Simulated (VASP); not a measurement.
# C11O in VASP: notebook

The runs below take C11O through single point, with PBE+D3(BJ).

Program: VASP 6.6.1. These are calculated values, not measurements. Logs are shortened: lines on timing, memory, paths and dates and some standing lists are left out, and cuts for length are marked.

## Step 1: The cell of the first run

The cell holds a slab with vacuum, 12 atoms: a = 3.647 Å, b = 4.269 Å, c = 23.581 Å, α = 90.00°, β = 90.00°, γ = 112.97°.

## Step 2: Single point, PBE+D3(BJ)

INCAR reads:

```
  ALGO = Normal
  DIPOL = 0.5 0.5 0.313
  EDIFF = 1E-7
  ENCUT = 520
  GGA = PE
  IDIPOL = 3
  ISIF = 2
  ISMEAR = 0
  IVDW = 12
  LASPH = T
  LCHARG = F
  LDIPOL = T
  LREAL = F
  LWAVE = F
  NBANDS = 37
  NELM = 60
  PREC = Accurate
  SIGMA = 0.05
```

KPOINTS reads:

```
k-points
0
Gamma
  8 7 1
```

POSCAR reads:

```
C11O
1.0
    3.6473242347      0.0000000000      0.0000000000
   -1.6658829406      3.9310150970      0.0000000000
    0.0000000000      0.0000000000     23.5809581735
C O
11 1
Direct
    0.5001799340      0.3333933113      0.1696283913
    0.4998200660      0.6666066887      0.1696283913
    0.5001799340      0.8333933113      0.2218942371
    0.4998200660      0.1666066887      0.2218942371
    0.5000212339      0.3353169667      0.2741412245
    0.4999787661      0.6646830333      0.2741412245
    0.5001286265      0.8366480408      0.3266192407
    0.4998713735      0.1633519592      0.3266192407
    0.4997623712      0.3544335279      0.3744953071
    0.5002376288      0.6455664721      0.3744953071
    0.4997623712      0.3544335279      0.5377626337
    0.4997623712      0.3544335279      0.4889944712
```

Potentials or basis: VASP PAW PBE potentials, release 64 (C, O).

On the command line:

```bash
$ cat potpaw_PBE.64/C/POTCAR potpaw_PBE.64/O/POTCAR > POTCAR
$ mpirun -np 1 vasp_std > vasp.out
```

OUTCAR:

```text
EDIFF = 1E-7
   ENCUT = 520
   GGA = PE
   ISIF = 2
   ISMEAR = 0
   IVDW = 12
   LASPH = T
   LREAL = F
   NELM = 60
   PREC = Accurate
 IVDW          = 12

 ion  position               nearest neighbor table
   1  0.500  0.333  0.170-   4 1.42   2 1.42
   2  0.500  0.667  0.170-   3 1.42   1 1.42
   3  0.500  0.833  0.222-   2 1.42   4 1.42   6 1.43
   4  0.500  0.167  0.222-   1 1.42   3 1.42   5 1.43
   5  0.500  0.335  0.274-   6 1.41   4 1.43   8 1.44
   6  0.500  0.665  0.274-   5 1.41   3 1.43   7 1.44
   7  0.500  0.837  0.327-  10 1.39   8 1.40   6 1.44
   8  0.500  0.163  0.327-   9 1.39   7 1.40   5 1.44
   9  0.500  0.354  0.374-  10 1.24   8 1.39
  10  0.500  0.646  0.374-   9 1.24   7 1.39
  11  0.500  0.354  0.538-  12 1.15
  12  0.500  0.354  0.489-  11 1.15

  LATTYP: Found a simple monoclinic cell.
 ALAT       =     3.6473242347
 B/A-ratio  =     6.4652760918
 C/A-ratio  =     1.1705653965
 COS(beta)  =    -0.3901884655

  Lattice vectors:

 A1 = (   3.6473242347,   0.0000000000,   0.0000000000)
 A2 = (   0.0000000000,   0.0000000000, -23.5809581735)
 A3 = (  -1.6658829406,   3.9310150970,   0.0000000000)

Analysis of symmetry for initial positions (statically):
=====================================================================
 Subroutine PRICEL returns:
 Original cell was already a primitive cell.

 Routine SETGRP: Setting up the symmetry group for a
 simple monoclinic supercell.

 Subroutine GETGRP returns: Found  1 space group operations
 (whereof  1 operations were pure point group operations)
 out of a pool of  4 trial point group operations.

The static configuration has the point symmetry C_1 .

Analysis of symmetry for dynamics (positions and initial velocities):
=====================================================================
 Subroutine PRICEL returns:
 Original cell was already a primitive cell.

 Routine SETGRP: Setting up the symmetry group for a
 simple monoclinic supercell.

 Subroutine GETGRP returns: Found  1 space group operations
 (whereof  1 operations were pure point group operations)
 out of a pool of  4 trial point group operations.

The dynamic configuration has the point symmetry C_1 .

 Subroutine INISYM returns: Found  1 space group operations
 (whereof  1 operations are pure point group operations),
 and found     1 'primitive' translations

----------------------------------------------------------------------------------------

                                     Primitive cell

  volume of cell :     338.0964

  direct lattice vectors                    reciprocal lattice vectors
     3.647324235  0.000000000  0.000000000     0.274173596  0.116189102  0.000000000
    -1.665882941  3.931015097  0.000000000     0.000000000  0.254387219  0.000000000
     0.000000000  0.000000000 23.580958174     0.000000000  0.000000000  0.042407098

  length of vectors
     3.647324235  4.269431539 23.580958174     0.297776876  0.254387219  0.042407098

  position of ions in fractional coordinates (direct lattice)
     0.500179934  0.333393311  0.169628391
     0.499820066  0.666606689  0.169628391
     0.500179934  0.833393311  0.221894237
     0.499820066  0.166606689  0.221894237
     0.500021234  0.335316967  0.274141224
     0.499978766  0.664683033  0.274141224
     0.500128627  0.836648041  0.326619241
     0.499871373  0.163351959  0.326619241
     0.499762371  0.354433528  0.374495307
     0.500237629  0.645566472  0.374495307
     0.499762371  0.354433528  0.537762634
     0.499762371  0.354433528  0.488994471

  ion indices of the primitive-cell ions
   primitive index   ion index
                 1           1
                 2           2
                 3           3
                 4           4
                 5           5
                 6           6
                 7           7
                 8           8
                 9           9
                10          10
                11          11
                12          12

----------------------------------------------------------------------------------------

 KPOINTS: k-points

Automatic generation of k-mesh.
 Grid dimensions read from file:
 generate k-points for:    8    7    1

 Generating k-lattice:

  Cartesian coordinates                     Fractional coordinates (reciprocal lattice)
     0.034271699  0.014523638  0.000000000     0.125000000  0.000000000  0.000000000
     0.000000000  0.036341031  0.000000000     0.000000000  0.142857143  0.000000000
     0.000000000  0.000000000  0.042407098     0.000000000  0.000000000  1.000000000

  Length of vectors
     0.037222110  0.036341031  0.042407098

  Shift w.r.t. Gamma in fractional coordinates (k-lattice)
     0.000000000  0.000000000  0.000000000

 Subroutine IBZKPT returns following result:
 ===========================================

 Found     29 irreducible k-points:

 Following reciprocal coordinates:
            Coordinates               Weight
  0.000000  0.000000  0.000000      1.000000
  0.125000  0.000000  0.000000      2.000000
  0.250000  0.000000  0.000000      2.000000
  0.375000  0.000000  0.000000      2.000000
  0.500000  0.000000  0.000000      1.000000
  0.000000  0.142857  0.000000      2.000000
[... 16 lines left out ...]
  0.125000  0.428571  0.000000      2.000000
  0.250000  0.428571  0.000000      2.000000
 [... further k-points ...]
   k-points           NKPTS =     29   k-points in BZ     NKDIM =     29   number of bands    NBANDS=     37
   number of dos      NEDOS =    301   number of ions     NIONS =     12
   total plane-waves  NPLWV = 161280
   dimension x,y,z NGX =    28 NGY =   32 NGZ =  180
   dimension x,y,z NGXF=    56 NGYF=   64 NGZF=  360
   ions per type =              11   1
   NGX,Y,Z   is equivalent  to a cutoff of  12.76, 12.46, 12.69 a.u.
   NGXF,Y,Z  is equivalent  to a cutoff of  25.52, 24.92, 25.38 a.u.
 SYSTEM =  unknown system
   PREC   = accura    normal or accurate (medium, high low for compatibility)
   ISTART =      0    job   : 0-new  1-cont  2-samecut
   ICHARG =      2    charge: 1-file 2-atom 10-const
   ISPIN  =      1    spin polarized calculation?
   LNONCOLLINEAR =      F non collinear calculations
   LSORBIT =      F    spin-orbit coupling
   LASPH  =      T    aspherical Exc in radial PAW
   ENCUT  =  520.0 eV  38.22 Ry    6.18 a.u.   6.78  7.94 43.84*2*pi/ulx,y,z
   NELM   =     60;   NELMIN=  2; NELMDL= -5     # of ELM steps
   EDIFF  = 0.1E-06   stopping-criterion for ELM
   LREAL  =      F    real-space projection
   EDIFFG = 0.1E-05   stopping-criterion for IOM
   NSW    =      0    number of steps for IOM
   IBRION =     -1    ionic relax: 0-MD 1-quasi-New 2-CG
   NFREE  =      0    steps in history (QN), initial steepest desc. (CG)
   ISIF   =      2    stress and relaxation
   ISYM   =      2    0-nonsym 1-usesym 2-fastsym
   POTIM  = 0.5000    time-step for ionic-motion
   TEBEG  =    0.0;   TEEND  =   0.0 temperature during run
   PSTRESS=    0.0 pullay stress
   NELECT =      50.0000    total number of electrons
   NUPDOWN=      -1.0000    fix difference up-down
   EMIN   =  10.00;   EMAX   =-10.00  energy-range for DOS
   EFERMI =   0.00;   METHOD = LEGACY
   ISMEAR =     0;   SIGMA  =   0.05  broadening in eV -4-tet -1-fermi 0-gaus
   EFERMI_NEDOS =   21; number of points for ismear=-14 and -15
   IALGO  =     38    algorithm
   IMIX   =      4    mixing-type and parameters
     AMIX     =   0.40;   BMIX     =  1.00
     AMIX_MAG =   1.60;   BMIX_MAG =  1.00
  volume/ion in A,a.u.               =      28.17       190.13
  Fermi-wavevector in a.u.,A,eV,Ry     =   0.865734  1.636001 10.197512  0.749496
  Thomas-Fermi vector in A             =   1.984021
   LORBIT       =      0    0 simple, 1 ext, 2 COOP (PROOUT), +10 PAW based schemes
   GGA     = PE    functional components
   LHFCALC =     F    Hartree Fock is set to
   AEXX    =    0.0000 exact exchange contribution
   IVDW    =    12    specifies the selected vdW correction
   LEPSILON=     F    determine dielectric tensor
   LRPA    =     F    only Hartree local field effects (RPA)
 non-spin polarized calculation
 Gauss-broadening in eV      SIGMA  =   0.05
  energy-cutoff  :      520.00
  volume of cell :      338.10
 maximum number of plane-waves:      9142
   NGX = 13   NGY = 15   NGZ = 87

 dipolmoment           0.000000      0.000000      0.009936 electrons x Angstroem

 number of electron      50.0000001 magnetization

 dipolmoment           0.000000      0.000000     -0.071727 electrons x Angstroem

 Free energy of the ion-electron system (eV)
  ---------------------------------------------------
  ext. energy  EPLUGINS =         0.00000000
  ---------------------------------------------------
  free energy    TOTEN  =       -97.13615419 eV

  energy without entropy =      -97.13296034  energy(sigma->0) =      -97.13455726

 E-fermi :  -2.8304     XC(G=0):  -4.3015

 val. band max:       -2.8322974396   @ k =  -0.1250   0.4286   0.0000
 cond. band min:      -2.7680305992   @ k =  -0.2500   0.4286   0.0000
 fundamental gap:      0.0642668403
 Fermi energy:        -2.8303650584

 k-point     1 :       0.0000    0.0000    0.0000
  band No.  band energies     occupation
      1     -26.9516      2.00000
      2     -21.5396      2.00000
      3     -19.6949      2.00000
      4     -16.9901      2.00000
      5     -16.1198      2.00000
      6     -15.5198      2.00000
[... 29 lines left out ...]
     36       3.3102      0.00000
     37       4.0327      0.00000
[... 918 lines left out ...]
     36       5.2709      0.00000
     37       5.3468      0.00000

 [... further k-points ...]

------------------------ aborting loop because EDIFF is reached ----------------------------------------

 vacuum level on the upper side and lower side of the slab       (xc-potential included)        -0.450         0.435

 Edisp (eV)   -1.29956

 E8    (eV) :    -0.3796

  FORCE on cell =-STRESS in cart. coord.  units (eV):
  Direction    XX          YY          ZZ          XY          YZ          ZX
  --------------------------------------------------------------------------------------
  -------------------------------------------------------------------------------------
  Total       0.02826    -1.52057    -1.94501     0.58961    -0.20422     0.08683
  in kB       0.13391    -7.20571    -9.21704     2.79403    -0.96777     0.41147
  external pressure =       -5.43 kB  Pullay stress =        0.00 kB

 VOLUME and BASIS-vectors are now :
 -----------------------------------------------------------------------------
  energy-cutoff  :      520.00
  volume of cell :      338.10
      direct lattice vectors                 reciprocal lattice vectors
     3.647324235  0.000000000  0.000000000     0.274173596  0.116189102  0.000000000
    -1.665882941  3.931015097  0.000000000     0.000000000  0.254387219  0.000000000
     0.000000000  0.000000000 23.580958174     0.000000000  0.000000000  0.042407098

 POSITION                                       TOTAL-FORCE (eV/Angst)
 -----------------------------------------------------------------------------------
      1.26892      1.31057      4.00000        -2.627034      6.146626      1.134637
      0.71252      2.62044      4.00000         2.627340     -6.146870      1.134489
      0.43598      3.27608      5.23248        -0.157716      0.376459     -1.177357
      1.54546      0.65493      5.23248         0.162042     -0.386889     -1.175429
      1.26514      1.31814      6.46451         0.001784      0.005192     -0.002704
      0.71630      2.61288      6.46451        -0.015901      0.028183     -0.015056
      0.43037      3.28888      7.70199         0.018777     -0.045381     -0.045726
      1.55107      0.64214      7.70199         0.019489     -0.043661      0.031242
      1.23235      1.39328      8.83096        -0.010360      0.020593     -0.354102
      0.74909      2.53773      8.83096        -0.061924      0.148122     -0.031260
      1.23235      1.39328     12.68096        -0.004318      0.009548     -0.646227
      1.23235      1.39328     11.53096         0.047820     -0.111922      1.147492
 -----------------------------------------------------------------------------------
    total drift:                               -0.000283     -0.000222     -0.000315

  FREE ENERGIE OF THE ION-ELECTRON SYSTEM (eV)
  ---------------------------------------------------
  free  energy   TOTEN  =       -98.4357139749 eV

  energy  without entropy=      -98.4325201271  energy(sigma->0) =      -98.43411705

 vacuum level on the upper side and lower side of the slab         2.795         3.701
```

Run time: 6.4 min. Hardware: 1 thread of Intel Xeon 6975P-C (Granite Rapids), shared host; peak memory 0.55 GiB.

What came out:

- Free energy: -98.4357 eV
- Largest force: 6.780 eV/Å
- Band gap on the k mesh: zero (bands 25 and 26 overlap by 0.74 eV)
- Dispersion energy per atom: -0.108 eV

Forces on the atoms (eV/Å):
```
C   -2.627  6.147  1.135
C    2.627 -6.147  1.134
C   -0.158  0.376 -1.177
C    0.162 -0.387 -1.175
C    0.002  0.005 -0.003
C   -0.016  0.028 -0.015
C    0.019 -0.045 -0.046
C    0.019 -0.044  0.031
C   -0.010  0.021 -0.354
C   -0.062  0.148 -0.031
C   -0.004  0.010 -0.646
O    0.048 -0.112  1.147
```

## Step 3: Single point, PBE+D3(BJ)

INCAR reads:

```
PREC = Accurate
ENCUT = 520
EDIFF = 1E-6
ISMEAR = 0
SIGMA = 0.05
LREAL = F
LASPH = T
NELM = 80
ALGO = Normal
ISIF = 2
LWAVE = F
LCHARG = F
LDIPOL = T
IDIPOL = 3
DIPOL = 0.5 0.5 0.313
GGA = PE
IVDW = 12
NBANDS = 37
```

KPOINTS reads:

```
Automatic mesh
0
Gamma
  8 7 1
```

POSCAR: that of step 2 with these lines changed.

```diff
@@ -18,3 +18,3 @@
     0.5002376288      0.6455664721      0.3744953071
-    0.4997623712      0.3544335279      0.5377626337
-    0.4997623712      0.3544335279      0.4889944712
+    0.4997623712      0.8544335279      0.5377626337
+    0.4997623712      0.8544335279      0.4889944712
```

Potentials or basis: VASP PAW PBE potentials, release 64 (C, O).

On the command line:

```bash
$ cat potpaw_PBE.64/C/POTCAR potpaw_PBE.64/O/POTCAR > POTCAR
$ mpirun -np 1 vasp_std > vasp.out
```

It took 5 min on 1 thread of Intel Xeon 6975P-C (Granite Rapids), shared host; peak memory 0.55 GiB.

Results (log left out):

```yaml
Free_energy: -98.5375 eV
Largest_force: 6.777 eV/Å
Band_gap_on_the_k_mesh: zero (bands 25 and 26 overlap by 0.72 eV)
Dispersion_energy_per_atom: -0.108 eV
```

Forces in eV/Å, atoms in the order of the input:
```
C   -2.627  6.143  1.134
C    2.627 -6.143  1.134
C   -0.164  0.389 -1.174
C    0.161 -0.381 -1.175
C    0.014 -0.022 -0.003
C   -0.003 -0.003  0.006
C   -0.028  0.063  0.052
C   -0.001  0.005 -0.019
C    0.018 -0.041  0.082
C    0.038 -0.088 -0.200
C    0.004 -0.009 -0.690
O   -0.038  0.087  0.854
```

Levels at points of the mesh, in eV from the Fermi level:
```tsv
k point	band 23	band 24	band 25	band 26	band 27	band 28
(0.00, 0.00, 0.00)	-1.39	-1.34	0.61	0.67	1.25	1.74
(0.50, 0.00, 0.00)	-1.08	-0.77	0.06	1.11	1.28	1.92
```

## Step 4: Single point, PBE+D3(BJ)

INCAR reads:

```
PREC = Accurate
ENCUT = 520
EDIFF = 1E-6
ISMEAR = 0
SIGMA = 0.05
LREAL = False
LASPH = True
NELM = 100
ALGO = Normal
ISIF = 2
LWAVE = False
LCHARG = True
LDIPOL = True
IDIPOL = 3
DIPOL = 0.5 0.5 0.313
GGA = PE
IVDW = 12
LELF = True
LVHAR = True
LVACPOTAV = True
NBANDS = 37
```

KPOINTS reads:

```
regular mesh
0
Gamma
  8 7 1
```

POSCAR: that of step 3 with these lines changed.

```diff
@@ -18,3 +18,3 @@
     0.5002376288      0.6455664721      0.3744953071
-    0.4997623712      0.8544335279      0.5377626337
-    0.4997623712      0.8544335279      0.4889944712
+    0.9997623712      0.3544335279      0.5377626337
+    0.9997623712      0.3544335279      0.4889944712
```

On the command line:

```bash
$ cat potpaw_PBE.64/C/POTCAR potpaw_PBE.64/O/POTCAR > POTCAR
$ mpirun -np 1 vasp_std > vasp.out
```

It took 5.2 min on 1 thread of Intel Xeon 6975P-C (Granite Rapids), shared host; peak memory 0.54 GiB.

The run converged. Its results:

```
Free energy                : -98.5601 eV
Largest force              : 6.777 eV/Å
Band gap on the k mesh     : zero (bands 25 and 26 overlap by 0.74 eV)
Dispersion energy per atom : -0.108 eV
```

Forces in eV/Å, atoms in the order of the input:
```
C   -2.625  6.143  1.136
C    2.626 -6.143  1.136
C   -0.159  0.380 -1.176
C    0.158 -0.383 -1.176
C    0.004 -0.002 -0.001
C   -0.008  0.006 -0.003
C   -0.005  0.001  0.008
C    0.015 -0.010  0.024
C    0.027 -0.052 -0.043
C    0.000  0.087  0.006
C    0.003  0.003 -0.702
O   -0.037 -0.032  0.789
```

Levels at points of the mesh, in eV from the Fermi level:
| k point | band 22 | band 23 | band 24 | band 25 | band 26 | band 27 | band 28 | band 29 |
| --- | --- | --- | --- | --- | --- | --- | --- | --- |
| (0.00, 0.00, 0.00) | -1.46 | -1.38 | -1.33 | 0.63 | 0.69 | 1.27 | 1.75 | 2.23 |
| (0.50, 0.00, 0.00) | -1.75 | -1.07 | -0.75 | 0.09 | 1.12 | 1.30 | 1.94 | 2.07 |

## Step 5: Single point, PBE+D3(BJ)

INCAR reads:

```
SYSTEM = C11O
ALGO = Normal ; DIPOL = 0.5 0.5 0.313
EDIFF = 1E-6 ; ENCUT = 520
GGA = PE ; IDIPOL = 3
ISIF = 2 ; ISMEAR = 0
IVDW = 12 ; LASPH = .True.
LCHARG = .True. ; LDIPOL = .True.
LELF = .True. ; LREAL = .False.
LVACPOTAV = .True. ; LVHAR = .True.
LWAVE = .False. ; NBANDS = 37
NELM = 80 ; PREC = Accurate
SIGMA = 0.05
```

KPOINTS reads:

```
k-points
0
Gamma
  8 7 1
  0 0 0
```

POSCAR: that of step 4 with these lines changed.

```diff
@@ -18,3 +18,3 @@
     0.5002376288      0.6455664721      0.3744953071
-    0.9997623712      0.3544335279      0.5377626337
-    0.9997623712      0.3544335279      0.4889944712
+    0.9997623712      0.8544335279      0.5377626337
+    0.9997623712      0.8544335279      0.4889944712
```

On the command line:

```bash
$ cat potpaw_PBE.64/C/POTCAR potpaw_PBE.64/O/POTCAR > POTCAR
$ mpirun -np 1 vasp_std > vasp.out
```

It took 6.8 min on 1 thread of Intel Xeon 6975P-C (Granite Rapids), shared host; peak memory 0.52 GiB.

It converged, with:

- Free energy: -98.5762 eV
- Largest force: 6.772 eV/Å
- Band gap on the k mesh: zero (bands 25 and 26 overlap by 0.73 eV)
- Dispersion energy per atom: -0.108 eV

Forces on the atoms (eV/Å):
```
C   -2.625  6.138  1.135
C    2.625 -6.138  1.135
C   -0.162  0.382 -1.175
C    0.163 -0.380 -1.175
C    0.008 -0.008  0.000
C   -0.004  0.003  0.002
C   -0.006  0.026  0.026
C   -0.004 -0.015  0.011
C    0.024 -0.056  0.026
C   -0.046  0.018 -0.025
C   -0.003 -0.003 -0.711
O    0.031  0.033  0.751
```

Levels at points of the mesh, in eV from the Fermi level:
```tsv
k point	band 22	band 23	band 24	band 25	band 26	band 27	band 28	band 29
(0.00, 0.00, 0.00)	-1.46	-1.38	-1.33	0.62	0.68	1.27	1.75	2.23
(0.50, 0.00, 0.00)	-1.76	-1.07	-0.76	0.08	1.12	1.29	1.93	2.07
```

## Step 6: Overview

| cell | gap on the mesh (eV) | largest force (eV/Å) |
| --- | --- | --- |
| as given, atomic positions A | none | 6.78 |
| as given, atomic positions B | none | 6.78 |
| as given, atomic positions C | none | 6.78 |
| as given, atomic positions D | none | 6.77 |

Alike in all rows: task single point; level PBE+D3(BJ); potentials or basis VASP PAW PBE potentials, release 64 (C, O); no spin polarisation; k mesh 8 × 7 × 1; cutoff (eV) 520; smearing gaussian 0.05 eV.

Total energies depend on the potentials used, so only differences within one code and one set of settings carry meaning.

The gap in the log of VASP goes by the Fermi energy; the results here count the filled bands.